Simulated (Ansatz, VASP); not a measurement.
This is a calculation of GaSb for VASP 6.6.1.

File INCAR:

```
ALGO = Normal
EDIFF = 1E-6
EDIFFG = -0.01
ENCUT = 600
GGA = PS
IBRION = 2
ISIF = 3
ISMEAR = -1
LASPH = T
LCHARG = F
LREAL = F
LWAVE = F
NELM = 100
NSW = 80
PREC = Accurate
SIGMA = 0.05
```

Contents of KPOINTS:

```
k-points
0
Gamma
  7 7 7
```

The input POSCAR:

```
GaSb
1.0
   -2.7534340000      2.7534340000      1.5907070000
    2.7534340000     -2.7534340000      1.5907070000
    2.7534340000      2.7534340000     -1.5907070000
Sb Ga
1 1
Direct
    0.0000000000      0.0000000000      0.0000000000
    0.7500000000      0.2500000000      0.5000000000
```

Potentials or basis: VASP PAW PBE potentials, release 64 (Sb, Ga_d).

The run is started by

```console
$ cat potpaw_PBE.64/Sb/POTCAR potpaw_PBE.64/Ga_d/POTCAR > POTCAR
$ mpirun -np 1 vasp_std > vasp.out
```

Task: Set up the same calculation for Ansatz 0.2.0. Potentials there: all-electron LAPW, scalar-relativistic.

Result: As run (the cutoff follows the program's own potentials):

The input input.yaml:

```yaml
crystal:
  lattice:
    - [-2.753434, 2.753434, 1.590707]
    - [2.753434, -2.753434, 1.590707]
    - [2.753434, 2.753434, -1.590707]
  atoms:
    - { symbol: Sb, position: [0.0, 0.0, 0.0] }
    - { symbol: Ga, position: [0.75, 0.25, 0.5] }
kpoints:
  mp_grid: { grid: [7, 7, 7] }
scf:
  occupations: { method: fermi_dirac, width: 0.05 }
hamiltonian:
  xc: pbesol
  pseudopotentials: { kind: all_electron, lapw: { basis_error: 0.001 } }
output:
  forces: true
  stress: true
relax:
  f_tol: 0.01
  max_steps: 60
  cell: {}
```

Potentials or basis: all-electron LAPW, scalar-relativistic.

Run with:

```sh
$ ansatz run input.yaml --threads 1 --pin off --max-ram 3072MiB --backend cpu --events-out ev --progress --plain --runs-dir out
```

Both were run:

|  | VASP | Ansatz | Ansatz less VASP |
| --- | --- | --- | --- |
| relaxed volume (Å³/atom) | 22.82 | 22.79 | -0.029 |
| relaxed cell length with the largest relative difference (Å) | 4.155 | 4.154 | -0.0014 |

VASP's potentials were made for PBE, not for PBEsol. Ansatz ran all-electron here, and VASP with PAW potentials.

Spin-orbit coupling is off throughout. Noted on Ansatz's run: the k mesh is thin for a metal, which can move the energy by tens of meV per atom.
